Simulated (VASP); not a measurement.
Runs of VASP 6.6.1 on AlN. The structure is that of space group F-43m (No. 216), or close to it. The cells are those of the table. 

```tsv
task	cell	cutoff (eV)	gap on the mesh (eV)	pressure (GPa)
relaxation of cell and atoms	relaxed to 2 GPa from a = 3.089 Å, angles 60.0°, 2 atoms	600	3.94	1.9
relaxation of cell and atoms	relaxed to 10 GPa from a = 3.089 Å, angles 60.0°, 2 atoms	600	3.97	10.0
single point	a = 3.045 Å, angles 60.0°, 2 atoms	520	3.97	9.6
relaxation of cell and atoms	relaxed to 5 GPa from a = 3.089 Å, angles 60.0°, 2 atoms	600	3.95	4.9
relaxation of cell and atoms	relaxed to -2 GPa from a = 3.089 Å, angles 60.0°, 2 atoms	600	3.93	-2.1
relaxation of cell and atoms	relaxed from a = 3.089 Å, angles 60.0°, 2 atoms	600	3.93	-0.1
single point	a = 3.067 Å, angles 60.0°, 2 atoms	520	3.95	(a)
single point	a = 3.090 Å, angles 60.0°, 2 atoms	520	3.93	-0.4
```

Alike in all rows: level r2SCAN; potentials or basis VASP PAW PBE potentials, release 64 (Al, N); no spin polarisation; k mesh 8 × 8 × 8; smearing gaussian 0.01 eV.

**Question.** Estimate the missing entries.

**Answer.** (a) 4.6.

Caveats: the PAW data sets were made with another functional, which shifts forces and pressure a little; the cell is relaxed towards a set pressure, so the enthalpy falls and the energy may rise (some runs); the relaxation stopped at its first step, so nothing moved (some runs).

A k mesh can miss the band edges.
